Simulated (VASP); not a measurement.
Runs of VASP 6.6.1 on KI. The structure is that of space group Fm-3m (No. 225), or close to it. The cells are those of the table. 

```tsv
level	cell	k mesh	smearing	grid for exact exchange (PRECFOCK)	share of exact exchange	screening parameter	gap on the mesh (eV)	pressure (GPa)
PBE	a = 4.987 Å, angles 60.0°, 2 atoms	4 × 4 × 4	gaussian 0.01 eV	-	-	-	(a)	0.7
PBE	a = 5.012 Å, angles 60.0°, 2 atoms	6 × 6 × 6	fermi-dirac 0.02 eV	-	-	-	3.94	0.5
PBE	a = 5.012, b = 5.050, c = 5.050 Å, angles 59.5, 60.2, 60.2°, 2 atoms	6 × 6 × 6	fermi-dirac 0.02 eV	-	-	-	3.91	(b)
HSE06	a = 4.987 Å, angles 60.0°, 2 atoms	4 × 4 × 4	gaussian 0.01 eV	Normal	0.25	0.2079 1/Å	4.97	0.5
r2SCAN	a = 4.987 Å, angles 60.0°, 2 atoms	6 × 6 × 6	gaussian 0.01 eV	-	-	-	4.62	0.2
```

Alike in all rows: task single point; potentials or basis VASP PAW PBE potentials, release 64 (K_sv, I); no spin polarisation; cutoff (eV) 520.

Q: Fill in the values left out.

A: (a) 3.97; (b) 0.3.

Caveats: spin-orbit coupling is left out, which moves the levels of the heavy elements; the PAW data sets were made with another functional, which shifts forces and pressure a little (at least some runs).

A k mesh can miss the band edges, and the runs leave out spin-orbit coupling on I.
